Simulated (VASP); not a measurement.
**Ge: single point with HSE06**

The system is Ge.

```xyz
2
Lattice="0.0000 2.8437 2.8437 2.8437 0.0000 2.8437 2.8437 2.8437 0.0000" Properties=species:S:1:pos:R:3 pbc="T T T"
Ge    4.2655    4.2655    4.2655
Ge    2.8437    2.8437    2.8437
```

```
Program             : VASP 6.6.1
Task                : single point
Functional          : HSE06
Potentials or basis : VASP PAW PBE potentials, release 64 (Ge_d)
Cutoff              : 520 eV
k mesh              : 4 × 4 × 4
Occupations         : fermi-dirac, width 0.05 eV
Spin                : no spin polarisation
```

- Pressure: -0.1 GPa
- Band gap on the k mesh: 0.80 eV, direct

Levels at points of the mesh, in eV from the valence-band top:
```
           k point  band 10  band 11  band 12  band 13  band 14  band 15  band 16  band 17  band 18  band 19
(0.00, 0.00, 0.00)   -27.65   -13.89     0.00     0.00     0.00     0.80     3.24     3.24     3.24     7.24
(0.50, 0.00, 0.00)   -27.62   -11.60    -8.18    -1.49    -1.49     0.82     4.47     4.47     7.95    11.53
(0.50, 0.50, 0.00)   -27.61    -9.61    -9.61    -3.28    -3.28     1.33     1.33    10.69    10.69    12.73
```

Run time: 21 min on 1 thread of Intel(R) Xeon(R) Platinum 8375C CPU @ 2.90GHz (Ice Lake) (shared host), peak memory 0.27 GiB.

Caveat: the k points lie up to 0.48 Å⁻¹ apart; the PAW data sets were made with another functional, which shifts forces and pressure a little. A k mesh can miss the band edges.
